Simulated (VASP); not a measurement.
# PbS (Galena) (Fm-3m) in VASP: notebook

The runs below take PbS (Galena) through single point, with r2SCAN.

Program: VASP 6.6.1. These are calculated values, not measurements. Logs are shortened: lines on timing, memory, paths and dates and some standing lists are left out, and cuts for length are marked.

**1. The cell of the first run**

The structure is cubic, space group Fm-3m (No. 225). Conventional cell: a = 5.971 Å, b = 5.971 Å, c = 5.971 Å, α = 90.00°, β = 90.00°, γ = 90.00°. Pb (site symmetry m-3m) has 6 S at 2.99 Å within 3.9 Å. S (site symmetry m-3m) has 6 Pb at 2.99 Å within 3.9 Å.

**2. Single point, r2SCAN**

File POSCAR:

```
PbS
1.0
    0.0000000000      2.9853913009      2.9853913009
    2.9853913009      0.0000000000      2.9853913009
    2.9853913009      2.9853913009      0.0000000000
Pb S
1 1
Direct
    0.0000000000      0.0000000000      0.0000000000
    0.5000000000      0.5000000000      0.5000000000
```

File INCAR.step1:

```
  PREC = Accurate
  ENCUT = 520
  ISMEAR = -1
  SIGMA = 0.05
  LREAL = False
  LASPH = True
  NELM = 100
  NBANDS = 17
  GGA = PE
  ALGO = Normal
  EDIFF = 1E-4
  LWAVE = True
  LCHARG = False
```

File INCAR.step2:

```
  PREC = Accurate
  ENCUT = 520
  EDIFF = 1E-7
  ISMEAR = -1
  SIGMA = 0.05
  LREAL = False
  LASPH = True
  NELM = 100
  ALGO = Normal
  ISIF = 2
  LWAVE = False
  LCHARG = False
  METAGGA = R2SCAN
  LMIXTAU = True
  NBANDS = 17
  ISTART = 1
```

File KPOINTS:

```
Automatic mesh
0
Gamma
  8 8 8
```

Potentials or basis: VASP PAW PBE potentials, release 64 (Pb_d, S).

On the command line:

```sh
$ cat potpaw_PBE.64/Pb_d/POTCAR potpaw_PBE.64/S/POTCAR > POTCAR
$ cp INCAR.step1 INCAR
$ mpirun -np 1 vasp_std > vasp.out
$ cp INCAR.step2 INCAR
$ mpirun -np 1 vasp_std > vasp.out
```

OUTCAR:

```text
PREC = Accurate
   ENCUT = 520
   EDIFF = 1E-7
   ISMEAR = -1
   LREAL = False
   LASPH = True
   NELM = 100
   ISIF = 2
   METAGGA = R2SCAN
   ISTART = 1

 ion  position               nearest neighbor table
   1  0.000  0.000  0.000-   2 2.99   2 2.99   2 2.99   2 2.99   2 2.99   2 2.99
   2  0.500  0.500  0.500-   1 2.99   1 2.99   1 2.99   1 2.99   1 2.99   1 2.99

  LATTYP: Found a face centered cubic cell.
 ALAT       =     5.9707826018

  Lattice vectors:

 A1 = (   0.0000000000,   2.9853913009,   2.9853913009)
 A2 = (   2.9853913009,   0.0000000000,   2.9853913009)
 A3 = (   2.9853913009,   2.9853913009,   0.0000000000)

Analysis of symmetry for initial positions (statically):
=====================================================================
 Subroutine PRICEL returns:
 Original cell was already a primitive cell.

 Routine SETGRP: Setting up the symmetry group for a
 face centered cubic supercell.

 Subroutine GETGRP returns: Found 48 space group operations
[... 9 lines left out ...]

 Routine SETGRP: Setting up the symmetry group for a
 face centered cubic supercell.

 Subroutine GETGRP returns: Found 48 space group operations
[... 11 lines left out ...]
                                     Primitive cell

  volume of cell :      53.2150

  direct lattice vectors                    reciprocal lattice vectors
     0.000000000  2.985391301  2.985391301    -0.167482233  0.167482233  0.167482233
     2.985391301  0.000000000  2.985391301     0.167482233 -0.167482233  0.167482233
     2.985391301  2.985391301  0.000000000     0.167482233  0.167482233 -0.167482233

  length of vectors
     4.221980867  4.221980867  4.221980867     0.290087736  0.290087736  0.290087736

  position of ions in fractional coordinates (direct lattice)
     0.000000000  0.000000000  0.000000000
     0.500000000  0.500000000  0.500000000

  ion indices of the primitive-cell ions
   primitive index   ion index
                 1           1
                 2           2

----------------------------------------------------------------------------------------

 KPOINTS: Automatic mesh

Automatic generation of k-mesh.
 Grid dimensions read from file:
 generate k-points for:    8    8    8
[... 54 lines left out ...]
 SYSTEM =  unknown system
   PREC   = accura    normal or accurate (medium, high low for compatibility)
   ISTART =      1    job   : 0-new  1-cont  2-samecut
   ICHARG =      0    charge: 1-file 2-atom 10-const
   ISPIN  =      1    spin polarized calculation?
   LNONCOLLINEAR =      F non collinear calculations
   LSORBIT =      F    spin-orbit coupling
   LASPH  =      T    aspherical Exc in radial PAW
   ENCUT  =  520.0 eV  38.22 Ry    6.18 a.u.   7.85  7.85  7.85*2*pi/ulx,y,z
   NELM   =    100;   NELMIN=  2; NELMDL=  0     # of ELM steps
   EDIFF  = 0.1E-06   stopping-criterion for ELM
   LREAL  =      F    real-space projection
   EDIFFG = 0.1E-05   stopping-criterion for IOM
   NSW    =      0    number of steps for IOM
   IBRION =     -1    ionic relax: 0-MD 1-quasi-New 2-CG
   NFREE  =      0    steps in history (QN), initial steepest desc. (CG)
   ISIF   =      2    stress and relaxation
   ISYM   =      2    0-nonsym 1-usesym 2-fastsym
   POTIM  = 0.5000    time-step for ionic-motion
   TEBEG  =    0.0;   TEEND  =   0.0 temperature during run
   PSTRESS=    0.0 pullay stress
   NELECT =      20.0000    total number of electrons
   NUPDOWN=      -1.0000    fix difference up-down
   EMIN   =  10.00;   EMAX   =-10.00  energy-range for DOS
   EFERMI =   0.00;   METHOD = LEGACY
   ISMEAR =    -1;   SIGMA  =   0.05  broadening in eV -4-tet -1-fermi 0-gaus
   EFERMI_NEDOS =   21; number of points for ismear=-14 and -15
   IALGO  =     38    algorithm
   IMIX   =      4    mixing-type and parameters
     AMIX     =   0.40;   BMIX     =  1.00
     AMIX_MAG =   1.60;   BMIX_MAG =  1.00
  volume/ion in A,a.u.               =      26.61       179.56
  Fermi-wavevector in a.u.,A,eV,Ry     =   1.181427  2.232573 18.990601  1.395770
  Thomas-Fermi vector in A             =   2.317701
   LORBIT       =      0    0 simple, 1 ext, 2 COOP (PROOUT), +10 PAW based schemes
   METAGGA = R2SCAN    functional components
   LHFCALC =     F    Hartree Fock is set to
   AEXX    =    0.0000 exact exchange contribution
   IVDW    =     0    specifies the selected vdW correction
   LEPSILON=     F    determine dielectric tensor
   LRPA    =     F    only Hartree local field effects (RPA)
 non-spin polarized calculation
  energy-cutoff  :      520.00
  volume of cell :       53.21
 maximum number of plane-waves:      1459
   NGX = 15   NGY = 15   NGZ = 15

 number of electron      20.0000001 magnetization

 Free energy of the ion-electron system (eV)
  ---------------------------------------------------
  ext. energy  EPLUGINS =         0.00000000
  ---------------------------------------------------
  free energy    TOTEN  =       -65.61214724 eV

  energy without entropy =      -65.61213538  energy(sigma->0) =      -65.61214131

 E-fermi :   5.7702     XC(G=0): -10.1553

 val. band max:        5.4225081052   @ k =   0.5000   0.0000   0.0000
 cond. band min:       6.1179596126   @ k =   0.5000   0.0000   0.0000
 fundamental gap:      0.6954515074
 Fermi energy:         5.7702401487

 k-point     1 :       0.0000    0.0000    0.0000
  band No.  band energies     occupation
      1     -11.9800      2.00000
      2     -11.9800      2.00000
      3     -11.9800      2.00000
      4     -11.9635      2.00000
      5     -11.9635      2.00000
      6      -8.5912      2.00000
[... 457 lines left out ...]
      4     -11.9532      2.00000
      5     -11.9336      2.00000
      6      -7.1650      2.00000
[... 9 lines left out ...]
     16      16.8787      0.00000
     17      17.2198      0.00000

 [... further k-points ...]

------------------------ aborting loop because EDIFF is reached ----------------------------------------

  FORCE on cell =-STRESS in cart. coord.  units (eV):
  Direction    XX          YY          ZZ          XY          YZ          ZX
  --------------------------------------------------------------------------------------
  -------------------------------------------------------------------------------------
  Total        0.0283824      0.0283824      0.0283824      0.0000000      0.0000000      0.0000000
  in kB        0.8545285      0.8545285      0.8545285      0.0000000      0.0000000      0.0000000
  external PRESSURE =       0.8545285 kB  Pullay stress =       0.0000000 kB

 VOLUME and BASIS-vectors are now :
 -----------------------------------------------------------------------------
  energy-cutoff  :      520.00
  volume of cell :       53.21
      direct lattice vectors                 reciprocal lattice vectors
     0.000000000  2.985391301  2.985391301    -0.167482233  0.167482233  0.167482233
     2.985391301  0.000000000  2.985391301     0.167482233 -0.167482233  0.167482233
     2.985391301  2.985391301  0.000000000     0.167482233  0.167482233 -0.167482233

 POSITION                                       TOTAL-FORCE (eV/Angst)
 -----------------------------------------------------------------------------------
      0.00000      0.00000      0.00000         0.000000      0.000000      0.000000
      2.98539      2.98539      2.98539         0.000000      0.000000     -0.000000
 -----------------------------------------------------------------------------------
    total drift:                                0.000000     -0.000000     -0.000000

  FREE ENERGIE OF THE ION-ELECTRON SYSTEM (eV)
  ---------------------------------------------------
  free  energy   TOTEN  =       -65.6121472379 eV

  energy  without entropy=      -65.6121353828  energy(sigma->0) =      -65.61214131
```

OUTCAR.step1:

```text
PREC = Accurate
   ENCUT = 520
   ISMEAR = -1
   LREAL = False
   LASPH = True
[... 700 lines left out ...]
      0.00000      0.00000      0.00000        -0.000000     -0.000000      0.000000
      2.98539      2.98539      2.98539         0.000000      0.000000     -0.000000
 -----------------------------------------------------------------------------------
    total drift:                                0.000000     -0.000000     -0.000000

  FREE ENERGIE OF THE ION-ELECTRON SYSTEM (eV)
  ---------------------------------------------------
  free  energy   TOTEN  =        -8.7666561830 eV

  energy  without entropy=       -8.7665494248  energy(sigma->0) =       -8.76660280
```

OSZICAR.step1:

```text
N       E                     dE             d eps       ncg     rms          rms(c)
DAV:   1     0.160394215545E+03    0.16039E+03   -0.97062E+03   986   0.124E+03
DAV:   2     0.316023424082E+01   -0.15723E+03   -0.15141E+03  1054   0.319E+02
DAV:   3    -0.896148970572E+01   -0.12122E+02   -0.12008E+02  1316   0.929E+01
DAV:   4    -0.925591515454E+01   -0.29443E+00   -0.29415E+00  1258   0.156E+01
DAV:   5    -0.926666615276E+01   -0.10751E-01   -0.10750E-01  1440   0.288E+00    0.450E+00
DAV:   6    -0.876200787171E+01    0.50466E+00   -0.14521E+00  1531   0.801E+00    0.316E+00
DAV:   7    -0.876328172992E+01   -0.12739E-02   -0.14596E-01  1166   0.188E+00    0.183E+00
DAV:   8    -0.876703189236E+01   -0.37502E-02   -0.17311E-02  1153   0.140E+00    0.293E-01
DAV:   9    -0.876644431766E+01    0.58757E-03   -0.37818E-03  1558   0.522E-01    0.895E-02
DAV:  10    -0.876664978613E+01   -0.20547E-03   -0.40453E-04  1092   0.118E-01    0.615E-02
DAV:  11    -0.876665618299E+01   -0.63969E-05   -0.58372E-05   992   0.861E-02
   1 F= -.87666562E+01 E0= -.87666028E+01  d E =-.106758E-03
```

Run time: 71 s. Hardware: 1 thread of Intel Xeon Platinum 8488C (Sapphire Rapids), shared host; peak memory 0.19 GiB.

Results:

| Quantity | Value |
| --- | --- |
| Free energy | -65.6121 eV |
| Pressure | 0.1 GPa |
| Band gap on the k mesh | 0.70 eV, direct |

Caveat: the PAW data sets were made with another functional, which shifts forces and pressure a little; spin-orbit coupling is left out, which moves the levels of the heavy elements.

**3. Single point, r2SCAN**

This run uses another cell than the first one, of 27.13 Å³/atom, 1.020 times its volume.

File POSCAR:

```
PbS
1.0
    0.0000000000      3.0047775019      3.0047775019
    3.0047775019      0.0000000000      3.0047775019
    3.0047775019      3.0047775019      0.0000000000
Pb S
1 1
Direct
    0.0000000000      0.0000000000      0.0000000000
    0.5000000000      0.5000000000      0.5000000000
```

File INCAR.step1:

```
SYSTEM = PbS
  PREC = Accurate
  ENCUT = 520
  ISMEAR = -1
  SIGMA = 0.05
  LREAL = .FALSE.
  LASPH = .TRUE.
  NELM = 80
  NBANDS = 17
  GGA = PE
  ALGO = Normal
  EDIFF = 1E-4
  LWAVE = .TRUE.
  LCHARG = .FALSE.
```

File INCAR.step2:

```
SYSTEM = PbS
  PREC = Accurate
  ENCUT = 520
  EDIFF = 1E-7
  ISMEAR = -1
  SIGMA = 0.05
  LREAL = .FALSE.
  LASPH = .TRUE.
  NELM = 80
  ALGO = Normal
  ISIF = 2
  LWAVE = .FALSE.
  LCHARG = .TRUE.
  METAGGA = R2SCAN
  LMIXTAU = .TRUE.
  LELF = .TRUE.
  LVHAR = .TRUE.
  NBANDS = 17
  ISTART = 1
```

File KPOINTS:

```
regular mesh
0
G
  8 8 8
  0 0 0
```

Potentials or basis: VASP PAW PBE potentials, release 64 (Pb_d, S).

On the command line:

```sh
$ cat potpaw_PBE.64/Pb_d/POTCAR potpaw_PBE.64/S/POTCAR > POTCAR
$ cp INCAR.step1 INCAR
$ mpirun -np 1 vasp_std > vasp.out
$ cp INCAR.step2 INCAR
$ mpirun -np 1 vasp_std > vasp.out
```

Run time: 77 s. Hardware: 1 thread of Intel Xeon Platinum 8488C (Sapphire Rapids), shared host; peak memory 0.19 GiB.

It converged, with:

```yaml
Free_energy: -65.6095 eV
Pressure: -1.0 GPa
Band_gap_on_the_k_mesh: 0.76 eV, direct
```

Levels at points of the mesh, in eV from the valence-band top:
| k point | band 8 | band 9 | band 10 | band 11 | band 12 | band 13 |
| --- | --- | --- | --- | --- | --- | --- |
| (0.00, 0.00, 0.00) | -2.09 | -2.09 | -2.09 | 5.48 | 5.48 | 5.48 |
| (0.50, 0.00, 0.00) | -1.72 | -1.72 | 0.00 | 0.76 | 2.31 | 2.31 |
| (0.50, 0.50, 0.00) | -5.00 | -3.31 | -3.31 | 4.36 | 5.91 | 5.97 |

Caveat: the PAW data sets were made with another functional, which shifts forces and pressure a little; spin-orbit coupling is left out, which moves the levels of the heavy elements. A k mesh can miss the band edges.

**4. Single point, r2SCAN**

This run uses another cell than the first one, of 27.65 Å³/atom, 1.039 times its volume.

File POSCAR:

```
PbS
1.0
    0.0000000000      3.0239167281      3.0239167281
    3.0239167281      0.0000000000      3.0239167281
    3.0239167281      3.0239167281      0.0000000000
Pb S
1 1
Direct
    0.0000000000      0.0000000000      0.0000000000
    0.5000000000      0.5000000000      0.5000000000
```

File INCAR.step1:

```
PREC = Accurate
ENCUT = 520
ISMEAR = -1
SIGMA = 0.05
LREAL = F
LASPH = T
NELM = 80
NBANDS = 17
GGA = PE
ALGO = Normal
EDIFF = 1E-4
LWAVE = T
LCHARG = F
```

File INCAR.step2:

```
PREC = Accurate
ENCUT = 520
EDIFF = 1E-7
ISMEAR = -1
SIGMA = 0.05
LREAL = F
LASPH = T
NELM = 80
ALGO = Normal
ISIF = 2
LWAVE = F
LCHARG = T
METAGGA = R2SCAN
LMIXTAU = T
LELF = T
LVHAR = T
NBANDS = 17
ISTART = 1
```

File KPOINTS:

```
regular mesh
0
Gamma
  8 8 8
```

On the command line:

```sh
$ cat potpaw_PBE.64/Pb_d/POTCAR potpaw_PBE.64/S/POTCAR > POTCAR
$ cp INCAR.step1 INCAR
$ mpirun -np 1 vasp_std > vasp.out
$ cp INCAR.step2 INCAR
$ mpirun -np 1 vasp_std > vasp.out
```

It took 72 s on 1 thread of Intel Xeon Platinum 8488C (Sapphire Rapids), shared host; peak memory 0.19 GiB.

It converged, with:

| Quantity | Value |
| --- | --- |
| Free energy | -65.6002 eV |
| Pressure | -2.0 GPa |
| Band gap on the k mesh | 0.83 eV, direct |

Levels at points of the mesh, in eV from the valence-band top:
| k point | band 6 | band 7 | band 8 | band 9 | band 10 | band 11 | band 12 | band 13 | band 14 | band 15 |
| --- | --- | --- | --- | --- | --- | --- | --- | --- | --- | --- |
| (0.00, 0.00, 0.00) | -13.63 | -6.16 | -1.97 | -1.97 | -1.97 | 5.44 | 5.44 | 5.44 | 7.34 | 7.34 |
| (0.50, 0.00, 0.00) | -12.52 | -8.71 | -1.62 | -1.62 | 0.00 | 0.83 | 2.37 | 2.37 | 9.14 | 10.77 |
| (0.50, 0.50, 0.00) | -12.15 | -7.22 | -4.82 | -3.17 | -3.17 | 4.45 | 5.85 | 5.92 | 5.92 | 11.72 |

Caveat: the PAW data sets were made with another functional, which shifts forces and pressure a little; spin-orbit coupling is left out, which moves the levels of the heavy elements.

**5. Summary**

| cell | gap on the mesh (eV) | pressure (GPa) |
| --- | --- | --- |
| a = 4.222 Å, angles 60.0°, 2 atoms | 0.70 | 0.1 |
| a = 4.249 Å, angles 60.0°, 2 atoms | 0.76 | -1.0 |
| a = 4.276 Å, angles 60.0°, 2 atoms | 0.83 | -2.0 |

Alike in all rows: task single point; level r2SCAN; potentials or basis VASP PAW PBE potentials, release 64 (Pb_d, S); no spin polarisation; k mesh 8 × 8 × 8; cutoff (eV) 520; smearing fermi-dirac 0.05 eV.

Caveats: the PAW data sets were made with another functional, which shifts forces and pressure a little; spin-orbit coupling is left out, which moves the levels of the heavy elements.

Absolute energies hang on the potentials; compare differences alone.
